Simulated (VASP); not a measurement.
Wanted: the native input for a VASP 6.6.1 run.

```yaml
Task: single point
Functional: PBE-based global hybrid with 50 % exact exchange
Potentials_or_basis: VASP PAW PBE potentials, release 64 (In_d, Sb_d_GW)
Cutoff: 400 eV
k_mesh: 4 × 4 × 4
Occupations: fermi-dirac, width 0.02 eV
Spin: no spin polarisation
Dipole_correction: no
Grid_for_exact_exchange_PRECFOCK: Normal
Share_of_exact_exchange: 0.5
Further_INCAR_settings: ALGO = Normal; EDIFF = 1e-06; NBANDS = 21
```

The system is InSb.

```
In Sb
1.0
     0.00000    3.27951    3.27951
     3.27951    0.00000    3.27951
     3.27951    3.27951    0.00000
In Sb
1 1
Direct
  0.00000 0.00000 0.00000
  0.25000 0.25000 0.25000
```

The input as run:

POSCAR

```
InSb
1.0
    0.0000000000      3.2795130145      3.2795130145
    3.2795130145      0.0000000000      3.2795130145
    3.2795130145      3.2795130145      0.0000000000
In Sb
1 1
Direct
    0.0000000000      0.0000000000      0.0000000000
    0.2500000000      0.2500000000      0.2500000000
```

INCAR.step1

```
  ALGO = Normal
  EDIFF = 1E-5
  ENCUT = 400
  GGA = PE
  GGA_COMPAT = F
  ISIF = 2
  ISMEAR = -1
  LASPH = T
  LCHARG = F
  LREAL = F
  LWAVE = T
  NBANDS = 21
  NELM = 120
  PREC = Accurate
  SIGMA = 0.02
```

INCAR.step2

```
  AEXX = 0.5
  ALGO = Normal
  EDIFF = 1E-6
  ENCUT = 400
  GGA = PE
  GGA_COMPAT = F
  ISIF = 2
  ISMEAR = -1
  ISTART = 1
  LASPH = T
  LCHARG = F
  LHFCALC = T
  LREAL = F
  LWAVE = F
  NBANDS = 21
  NELM = 120
  PREC = Accurate
  PRECFOCK = Normal
  SIGMA = 0.02
```

KPOINTS

```
k-points
0
Gamma
  4 4 4
```

Potentials or basis: VASP PAW PBE potentials, release 64 (In_d, Sb_d_GW).

Command:

```console
$ cat potpaw_PBE.64/In_d/POTCAR potpaw_PBE.64/Sb_d_GW/POTCAR > POTCAR
$ cp INCAR.step1 INCAR
$ mpirun -np 1 vasp_std > vasp.out
$ cp INCAR.step2 INCAR
$ mpirun -np 1 vasp_std > vasp.out
```

Results of the run:

```yaml
Pressure: -2.1 GPa
Band_gap_on_the_k_mesh: 2.48 eV
```

Caveat: the PAW data sets were made with another functional, which shifts forces and pressure a little; spin-orbit coupling is left out, which moves the levels of the heavy elements.

Wall time 6.8 min on 1 thread of Intel(R) Xeon(R) 6975P-C (Granite Rapids) (shared host), peak memory 0.19 GiB.
